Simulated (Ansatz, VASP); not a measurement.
**Eu2BeAs2: VASP beside Ansatz**

```xyz
5
Lattice="4.1907 0.0000 0.0000 -2.0954 3.6293 0.0000 0.0000 0.0000 7.3956" Properties=species:S:1:pos:R:3 pbc="T T T"
Eu    0.0000    0.0000    5.7603
Eu    0.0000    0.0000    1.6354
Be    0.0000    0.0000    3.6978
As    0.0000    2.4195    0.0000
As    2.0954    1.2098    0.0000
```

Alike in both runs: task single point; functional PBE; k mesh 6 × 6 × 4; occupations gaussian, width 0.1 eV; collinear spin.

|  | VASP | Ansatz |
| --- | --- | --- |
| version | VASP 6.6.1 | Ansatz 0.2.0 |
| potentials or method | VASP PAW PBE potentials, release 64 (Eu, Be, As), cutoff 520 eV | scalar-relativistic, plane waves, PAW |
| valence electrons in the cell | 46 | 66 |

```csv
,VASP,Ansatz,Ansatz less VASP
gap on the k mesh at the Fermi level (eV),none,none,-
pressure (GPa),22.0,21.8,-0.24
"traceless stress, the component that is largest in VASP (GPa)",14.10,14.21,+0.110
rms of the force components (eV/Å),0.950,0.950,+0.0005
net moment per atom (μB),0.00,0.00,0.000
size of the moment on the site where the two differ most (μB),6.60,6.23,-0.367
```

Site moments also hang on the region over which each program counts them. Atom by atom the forces differ by 0.001 eV/Å (rms over components). A gap of «none» marks a metal or a gap that the smearing closes. VASP's potentials hold 46 valence electrons a cell and Ansatz's 66, so a difference there can come from the potentials and not from the codes.

Neither program's run includes spin-orbit coupling.
